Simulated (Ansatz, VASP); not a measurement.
One calculation of AlH2, two programs

File INCAR:

```
SYSTEM = AlH2
  PREC = Accurate
  ENCUT = 600
  EDIFF = 1E-6
  ISMEAR = 0
  SIGMA = 0.1
  LREAL = .FALSE.
  LASPH = .TRUE.
  NELM = 80
  ALGO = Normal
  ISIF = 3
  LWAVE = .FALSE.
  LCHARG = .FALSE.
  GGA = PE
  IBRION = 2
  NSW = 90
  EDIFFG = -0.04
```

File KPOINTS:

```
regular mesh
0
G
  6 6 6
  0 0 0
```

Contents of POSCAR:

```
AlH2
1.0
    2.1177087200     -2.3327764000      0.0000000000
    2.1177087200      2.3327764000      0.0000000000
    0.0000000000      0.0000000000      3.0754052800
Al H
1 2
Direct
    0.0000000000      0.0000000000      0.5000000000
    0.0000000000      0.5000000000      0.0000000000
    0.5000000000      0.0000000000      0.0000000000
```

Input for Ansatz:

```yaml
crystal:
  lattice:
    - [2.11770872, -2.3327764, 0.0]
    - [2.11770872, 2.3327764, 0.0]
    - [0.0, 0.0, 3.07540528]
  atoms:
    - { symbol: Al, position: [0.0, 0.0, 0.5] }
    - { symbol: H, position: [0.0, 0.5, 0.0] }
    - { symbol: H, position: [0.5, 0.0, 0.0] }
basis:
  ecutwfc: 420
kpoints:
  mp_grid: { grid: [6, 6, 6] }
hamiltonian:
  xc: pbe
scf:
  occupations: { method: gaussian, width: 0.1 }
  lower_state_search: "off"
output:
  forces: true
  stress: true
  eigenvalues: true
relax:
  adjacent_minimum: "off"
  f_tol: 0.04
  max_steps: 70
  cell: { stress_tol: 0.4 }
```

Alike in both runs: task relaxation of cell and atoms; functional PBE; k mesh 6 × 6 × 6; occupations gaussian, width 0.1 eV; no spin polarisation.

|  | VASP | Ansatz |
| --- | --- | --- |
| version | VASP 6.6.1 | Ansatz 0.2.0 |
| potentials or method | VASP PAW PBE potentials, release 64 (Al, H), cutoff 600 eV | scalar-relativistic, plane waves, PAW |
| valence electrons in the cell | 5 | 5 |

Ansatz gave:

* gap on the k mesh at the Fermi level, each at its own relaxed structure (eV): none
* relaxed volume (Å³/atom): 8.11
* relaxed length of the cell vector where the two differ most in proportion (Å): 2.709

Task: Estimate VASP's values.

Result: gap on the k mesh at the Fermi level, each at its own relaxed structure (eV): none; relaxed volume (Å³/atom): 8.11; relaxed length of the cell vector where the two differ most in proportion (Å): 2.710.

A gap of «none» marks a metal or a gap that the smearing closes.

Noted on VASP's run: the volume moved by over 15 % at a fixed basis, so the end points are rough.
